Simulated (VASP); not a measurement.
ZnS, 2 atoms in the cell. Symmetry: F-43m, No. 216, cubic system. The conventional cell has a = 5.388 Å, b = 5.388 Å, c = 5.388 Å, α = 90.00°, β = 90.00°, γ = 90.00°. Zn (site symmetry -43m) has 4 S at 2.33 Å within 3.1 Å. S (site symmetry -43m) has 4 Zn at 2.33 Å within 3.1 Å. 

```yaml
Program: VASP 6.6.1
Task: single point
Functional: PBE-based global hybrid with 50 % exact exchange
Potentials_or_basis: VASP PAW PBE potentials, release 64 (Zn, S)
Cutoff: 520 eV
k_mesh: 4 × 4 × 4
Occupations: gaussian, width 0.01 eV
Spin: no spin polarisation
Dipole_correction: no
Grid_for_exact_exchange_PRECFOCK: Normal
Share_of_exact_exchange: 0.5
Further_INCAR_settings: ALGO = Normal; EDIFF = 1e-06; NBANDS = 16
```

Potentials or basis: VASP PAW PBE potentials, release 64 (Zn, S).

Run with:

```sh
$ cat potpaw_PBE.64/Zn/POTCAR potpaw_PBE.64/S/POTCAR > POTCAR
$ cp INCAR.step1 INCAR
$ mpirun -np 1 vasp_std > vasp.out
$ cp INCAR.step2 INCAR
$ mpirun -np 1 vasp_std > vasp.out
```

Hardware: 1 thread of Intel(R) Xeon(R) Platinum 8259CL CPU @ 2.50GHz (Skylake/Cascade Lake), with other jobs on the host.

**Question.** Estimate the wall time of this run.

**Answer.** Wall time 8.2 min on 1 thread of Intel(R) Xeon(R) Platinum 8259CL CPU @ 2.50GHz (Skylake/Cascade Lake) (shared host), peak memory 0.16 GiB. Counts: k points 8.
